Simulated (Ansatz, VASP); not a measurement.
# BAs: VASP beside Ansatz

INCAR

```
PREC = Accurate
ENCUT = 500
EDIFF = 1E-6
ISMEAR = 0
SIGMA = 0.02
LREAL = F
LASPH = T
NELM = 120
ALGO = Normal
ISIF = 2
LWAVE = F
LCHARG = F
GGA = PE
NBANDS = 11
GGA_COMPAT = F
```

Contents of KPOINTS:

```
Automatic mesh
0
Gamma
  10 10 10
```

POSCAR

```
BAs
1.0
    0.0000000000      2.3865985420      2.3865985420
    2.3865985420      0.0000000000      2.3865985420
    2.3865985420      2.3865985420      0.0000000000
B As
1 1
Direct
    0.0000000000      0.0000000000      0.0000000000
    0.2500000000      0.2500000000      0.2500000000
```

Input for Ansatz:

```yaml
crystal:
  lattice:
    - [0.0, 2.386598542, 2.386598542]
    - [2.386598542, 0.0, 2.386598542]
    - [2.386598542, 2.386598542, 0.0]
  atoms:
    - { symbol: B, position: [0.0, 0.0, 0.0] }
    - { symbol: As, position: [0.25, 0.25, 0.25] }
basis:
  ecutwfc: 420
kpoints:
  mp_grid: { grid: [10, 10, 10] }
  band_path:
    path:
      - [[0.0, 0.0, 0.0], [-0.5, -0.5, 0.0], [-0.375, -0.375, 0.25]]
      - [[-0.375, 0.0, 0.375], [0.0, 0.0, 0.0], [0.0, 0.0, 0.5], [-0.5, -0.25, 0.25], [-0.5, -0.5, 0.0]]
    npoints: 10
hamiltonian:
  xc: pbe
  pseudopotentials: { kind: paw, azcp: { folder: soft_1 } }
scf:
  occupations: { method: gaussian, width: 0.02 }
  n_extra_bands: 7
output:
  forces: true
  stress: true
  eigenvalues: true
```

Alike in both runs: task single point; functional PBE; k mesh 10 × 10 × 10; occupations gaussian, width 0.02 eV; no spin polarisation.

```csv
,VASP,Ansatz
version,VASP 6.6.1,Ansatz 0.2.0
potentials or method,"VASP PAW PBE potentials, release 64 (B, As), cutoff 500 eV","scalar-relativistic, plane waves, PAW"
valence electrons in the cell,8,18
```

```csv
,VASP,Ansatz,Ansatz less VASP
gap on the k mesh at the Fermi level (eV),1.17,1.18,+0.009
least direct gap on the mesh (eV),3.28,3.28,+0.003
pressure (GPa),3.8,3.1,-0.67
```

VASP's potentials hold 8 valence electrons a cell and Ansatz's 18, so a difference there can come from the potentials and not from the codes.
